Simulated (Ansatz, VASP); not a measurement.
# One calculation of WC, two programs

```
W C
1.0
     2.92234    0.00000    0.00000
    -1.46117    2.53082    0.00000
     0.00000    0.00000    2.84632
W C
1 1
Direct
  0.00000 0.00000 0.00000
  0.33333 0.66667 0.50000
```

Alike in both runs: functional PBE; k mesh 30 × 30 × 26; occupations gaussian, width 0.2 eV; no spin polarisation.

Ansatz relaxed the structure, and its values are those at the end. VASP's run is a single point on that final structure, the one shown.

|  | VASP | Ansatz |
| --- | --- | --- |
| version | VASP 6.6.1 | Ansatz 0.2.0 |
| potentials or method | VASP PAW PBE potentials, release 64 (W_sv, C) | scalar-relativistic, plane waves, PAW |
| plane-wave cutoff (eV) | 600 | 420 |
| valence electrons in the cell | 18 | 18 |

Ansatz gave:

| Quantity | Value |
| --- | --- |
| gap on the k mesh at the Fermi level (eV) | none |
| pressure (GPa) | 0.0 |

Task: Which values does VASP return?

Result: gap on the k mesh at the Fermi level (eV): none; pressure (GPa): 1.0.

A gap of «none» marks a metal or a gap that the smearing closes.

Neither program's run includes spin-orbit coupling.
